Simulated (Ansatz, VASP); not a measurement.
**Two plane-wave programs on NaOs**

The input INCAR:

```
  PREC = Accurate
  ENCUT = 520
  EDIFF = 1E-6
  ISMEAR = 0
  SIGMA = 0.2
  LREAL = F
  LASPH = T
  NELM = 60
  ALGO = Fast
  ISIF = 2
  LWAVE = F
  LCHARG = F
  GGA = PE
  NBANDS = 40
```

File KPOINTS:

```
regular mesh
0
Gamma
  8 4 4
```

Contents of POSCAR:

```
NaOs
1.0
    2.7291283895      0.0000000000      0.0000000000
    0.0000000000      7.7524903057      0.0000000000
    0.0000000000      0.0000000000      8.4198397294
Na Os
4 4
Direct
    0.5000000000      0.0000000000      0.1882191066
    0.5000000000      0.5000000000      0.1882191066
    1.0000000000      0.2500000000      0.8117808934
    0.0000000000      0.7500000000      0.8117808934
    0.5000000000      0.5000000000      0.5543392619
    0.5000000000      1.0000000000      0.5543392619
    0.0000000000      0.2500000000      0.4456607381
    0.0000000000      0.7500000000      0.4456607381
```

Input for Ansatz:

```yaml
crystal:
  lattice:
    - [2.7291283895, 0.0, 0.0]
    - [0.0, 7.7524903057, 0.0]
    - [0.0, 0.0, 8.4198397294]
  atoms:
    - { symbol: Na, position: [0.5, 0.0, 0.1882191066] }
    - { symbol: Na, position: [0.5, 0.5, 0.1882191066] }
    - { symbol: Na, position: [1.0, 0.25, 0.8117808934] }
    - { symbol: Na, position: [0.0, 0.75, 0.8117808934] }
    - { symbol: Os, position: [0.5, 0.5, 0.5543392619] }
    - { symbol: Os, position: [0.5, 1.0, 0.5543392619] }
    - { symbol: Os, position: [0.0, 0.25, 0.4456607381] }
    - { symbol: Os, position: [0.0, 0.75, 0.4456607381] }
basis:
  ecutwfc: 420
kpoints:
  mp_grid: { grid: [8, 4, 4] }
hamiltonian:
  xc: pbe
scf:
  occupations: { method: gaussian, width: 0.2 }
  lower_state_search: "off"
output:
  forces: true
  stress: true
  eigenvalues: true
```

Alike in both runs: task single point; functional PBE; k mesh 8 × 4 × 4; occupations gaussian, width 0.2 eV; no spin polarisation.

|  | VASP | Ansatz |
| --- | --- | --- |
| version | VASP 6.6.1 | Ansatz 0.2.0 |
| potentials or method | VASP PAW PBE potentials, release 64 (Na_pv, Os), cutoff 520 eV | scalar-relativistic, plane waves, PAW |
| valence electrons in the cell | 60 | 100 |

Ansatz gave:

| Quantity | Value |
| --- | --- |
| gap on the k mesh at the Fermi level (eV) | none |
| pressure (GPa) | 0.1 |
| traceless stress, the component that is largest in VASP (GPa) | 0.36 |
| rms of the force components (eV/Å) | 0.013 |

Task: Which values does VASP return?

Result: gap on the k mesh at the Fermi level (eV): none; pressure (GPa): -0.1; traceless stress, the component that is largest in VASP (GPa): 0.25; rms of the force components (eV/Å): 0.002.

Atom by atom the forces differ by 0.011 eV/Å (rms over components). A gap of «none» marks a metal or a gap that the smearing closes. With one functional, cell and mesh, what is left measures potentials, basis and numerics. VASP's potentials hold 60 valence electrons a cell and Ansatz's 100, so a difference there can come from the potentials and not from the codes.

Spin-orbit coupling is off throughout.
